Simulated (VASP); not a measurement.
WSe2: relaxation of the atoms with PBE

The system is WSe2.

```
CELL_PARAMETERS angstrom
3.28200 0.00000 0.00000
-1.64100 2.84230 0.00000
0.00000 0.00000 12.96000
ATOMIC_POSITIONS crystal
W 0.33333 0.66667 0.25000
W 0.66667 0.33333 0.75000
Se 0.33333 0.66667 0.62110
Se 0.66667 0.33333 0.12110
Se 0.33333 0.66667 0.87890
Se 0.66667 0.33333 0.37890
```

* Program: VASP 6.6.1
* Task: relaxation of the atoms
* Functional: PBE
* Potentials or basis: VASP PAW PBE potentials, release 64 (W_sv, Se)
* Cutoff: 450 eV
* k mesh: 10 × 10 × 3
* Occupations: gaussian, width 0.01 eV
* Spin: no spin polarisation
* Dipole correction: no
* Further INCAR settings: ALGO = Normal; EDIFF = 1e-07; IBRION = 2; EDIFFG = -0.003; NSW = 80

| Item | Value |
| --- | --- |
| Energy gained by relaxing | 1.8 meV/atom |
| Ionic steps | 3 |
| Pressure after relaxing | 3.4 GPa |
| Band gap on the k mesh | 0.98 eV, indirect (least direct gap 1.81 eV) |

Stress tensor (GPa, compression positive):
```
3.58 0.00 0.00
0.00 3.58 0.00
0.00 0.00 3.13
```

Step by step:
```csv
step,energy change (eV),largest force (eV/Å),pressure (GPa)
1,0.0000,0.3178,4.95
2,-0.0107,0.0355,3.60
3,-0.0108,0.0010,3.43
```

Final structure:
```
W Se
1.0
     3.28200    0.00000    0.00000
    -1.64100    2.84230    0.00000
     0.00000    0.00000   12.96000
W Se
2 4
Direct
  0.33333 0.66667 0.25000
  0.66667 0.33333 0.75000
  0.33333 0.66667 0.61976
  0.66667 0.33333 0.11976
  0.33333 0.66667 0.88024
  0.66667 0.33333 0.38024
```

Levels at points of the mesh, in eV from the valence-band top:
```tsv
k point	band 22	band 23	band 24	band 25	band 26	band 27	band 28	band 29	band 30	band 31
(0.00, 0.00, 0.00)	-1.40	-1.40	-1.14	-1.04	0.00	2.68	2.68	2.74	2.74	2.74
(0.50, 0.00, 0.00)	-2.41	-1.41	-1.29	-1.25	-1.02	2.20	2.24	2.33	2.72	2.97
```

Run time: 6.4 min on 1 thread of AMD EPYC 7R13, on a shared host, peak memory 0.23 GiB.

Caveat: spin-orbit coupling is left out, which moves the levels of the heavy elements; this functional lacks dispersion, which binds the layers, so the pressure and a relaxed spacing across them are unreliable. A k mesh can miss the band edges.
